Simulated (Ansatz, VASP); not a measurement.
# P in VASP and in Ansatz

INCAR

```
SYSTEM = P
PREC = Accurate ; ENCUT = 500
EDIFF = 1E-6 ; ISMEAR = 0
SIGMA = 0.1 ; LREAL = .False.
LASPH = .True. ; NELM = 120
ALGO = Normal ; ISIF = 2
LWAVE = .False. ; LCHARG = .True.
GGA = PS ; LELF = .True.
LVHAR = .True. ; NBANDS = 12
GGA_COMPAT = .False.
```

File KPOINTS:

```
regular mesh
0
Gamma
  6 6 4
  0 0 0
```

The input POSCAR:

```
P
1.0
    3.4954760324      0.0000000000      0.0000000000
   -1.7477380162      3.0271710424      0.0000000000
    0.0000000000      0.0000000000      5.6733427193
P
2
Direct
    0.3333333333      0.6666666667      0.2500000000
    0.6666666667      0.3333333333      0.7500000000
```

Input for Ansatz:

```yaml
crystal:
  lattice:
    - [3.4954760324, 0.0, 0.0]
    - [-1.7477380162, 3.0271710424, 0.0]
    - [0.0, 0.0, 5.6733427193]
  atoms:
    - { symbol: P, position: [0.3333333333, 0.6666666667, 0.25] }
    - { symbol: P, position: [0.6666666667, 0.3333333333, 0.75] }
basis:
  ecutwfc: 420
kpoints:
  mp_grid: { grid: [6, 6, 4] }
hamiltonian:
  xc: pbesol
scf:
  occupations: { method: gaussian, width: 0.1 }
  lower_state_search: "off"
output:
  forces: true
  stress: true
  eigenvalues: true
```

Alike in both runs: task single point; functional PBEsol; k mesh 6 × 6 × 4; occupations gaussian, width 0.1 eV; no spin polarisation.

|  | VASP | Ansatz |
| --- | --- | --- |
| version | VASP 6.6.1 | Ansatz 0.2.0 |
| potentials or method | VASP PAW PBE potentials, release 64 (P), cutoff 500 eV | scalar-relativistic, plane waves, PAW |
| valence electrons in the cell | 10 | 10 |

|  | VASP | Ansatz | Ansatz less VASP |
| --- | --- | --- | --- |
| gap on the k mesh at the Fermi level (eV) | none | none | - |
| pressure (GPa) | -17.8 | -17.8 | 0.00 |
| traceless stress, the component that is largest in VASP (GPa) | 0.88 | 0.88 | 0.000 |

VASP's potentials were made for PBE, not for PBEsol. A gap of «none» marks a metal or a gap that the smearing closes. With one functional, cell and mesh, what is left measures potentials, basis and numerics.
